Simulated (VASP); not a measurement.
Input of a VASP 6.6.1 run:

File INCAR:

```
ALGO = Normal
EDIFF = 1E-7
ENCUT = 520
GGA = PE
ISIF = 2
ISMEAR = -1
LASPH = T
LCHARG = F
LREAL = F
LWAVE = F
NBANDS = 30
NELM = 60
PREC = Accurate
SIGMA = 0.1
```

The input KPOINTS:

```
k-points
0
Gamma
  5 5 5
```

The input POSCAR:

```
Al2GaTe4
1.0
    0.0000000000      6.3329014557      0.0000000000
    6.3329014557      0.0000000000      0.0000000000
    3.1664507279      3.1664507279     -5.8903504023
Al Te Ga
2 4 1
Direct
    0.7500000000      0.2500000000      0.5000000000
    0.5000000000      0.5000000000      0.0000000000
    0.3956368217      0.4086012551      0.7256926875
    0.5913987449      0.1213295092      0.2743073125
    0.8786704908      0.8657060574      0.7256926875
    0.1342939426      0.6043631783      0.2743073125
    0.0000000000      0.0000000000      0.0000000000
```

Potentials or basis: VASP PAW PBE potentials, release 64 (Al, Te, Ga_d).

Run with:

```sh
$ cat potpaw_PBE.64/Al/POTCAR potpaw_PBE.64/Te/POTCAR potpaw_PBE.64/Ga_d/POTCAR > POTCAR
$ mpirun -np 1 vasp_std > vasp.out
```

Predict the pressure.

0.1 GPa.

Estimate the band gap on the k mesh.

zero (an odd number of electrons rules out a gap without spin polarisation).

Forces on the atoms (eV/Å):
```
Al   0.000  0.000  0.000
Al   0.000  0.000  0.000
Te   0.002 -0.014  0.009
Te  -0.014 -0.002 -0.009
Te  -0.002  0.014  0.009
Te   0.014  0.002 -0.009
Ga   0.000  0.000  0.000
```

Caveat: spin-orbit coupling is left out, which moves the levels of the heavy elements; an odd number of electrons without spin polarisation forces a metal; a magnetic or distorted state may lie lower.
